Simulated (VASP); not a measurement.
Set up this calculation in VASP 6.6.1, as the native input.

- Task: single point
- Functional: PBEsol
- Potentials or basis: VASP PAW PBE potentials, release 64 (Hf_pv)
- Cutoff: 520 eV
- k mesh: 18 × 18 × 18
- Occupations: gaussian, width 0.15 eV
- Spin: no spin polarisation
- Dipole correction: no
- Further INCAR settings: ALGO = Fast; EDIFF = 1e-06; NBANDS = 11

The structure of Hf lies in POSCAR:

```
Hf
1.0
   -1.8591500000      1.8591500000      1.8591500000
    1.8591500000     -1.8591500000      1.8591500000
    1.8591500000      1.8591500000     -1.8591500000
Hf
1
Direct
    0.0000000000      0.0000000000      0.0000000000
```

This isn't the form of Hf at room conditions, which is hcp.

This cell differs from its parent crystal: strain +0.030 along x and y, +0.030 along z.

These files were run (other wordings do the same):

INCAR

```
ALGO     = Fast           # electronic algorithm
EDIFF    = 1E-6           # SCF threshold, eV
ENCUT    = 520            # plane-wave cutoff, eV
GGA      = PS             # functional
ISIF     = 2              # what is computed and relaxed
ISMEAR   = 0              # smearing method
LASPH    = True           # aspherical terms in the spheres
LCHARG   = False          # write CHGCAR
LREAL    = False          # projectors in reciprocal space
LWAVE    = False          # write WAVECAR
NBANDS   = 11             # bands
NELM     = 60             # most SCF steps
PREC     = Accurate       # precision mode
SIGMA    = 0.15           # smearing width, eV
```

KPOINTS

```
k-points
0
Gamma
  18 18 18
```

Potentials or basis: VASP PAW PBE potentials, release 64 (Hf_pv).

Command:

```sh
$ cat potpaw_PBE.64/Hf_pv/POTCAR > POTCAR
$ mpirun -np 1 vasp_std > vasp.out
```

Results of the run:

```json
{
 "Pressure": "-14.9 GPa",
 "Band gap on the k mesh": "zero (bands 5 and 6 overlap by 2.03 eV)"
}
```

Caveat: the cell differs from its parent crystal (strain +0.030 along x and y, +0.030 along z); the cell stands under tension; the PAW data sets were made with another functional, which shifts forces and pressure a little; spin-orbit coupling is left out, which moves the levels of the heavy elements.

It took 110 s on 1 thread of Intel Xeon 8259CL, on a shared host, peak memory 0.18 GiB.
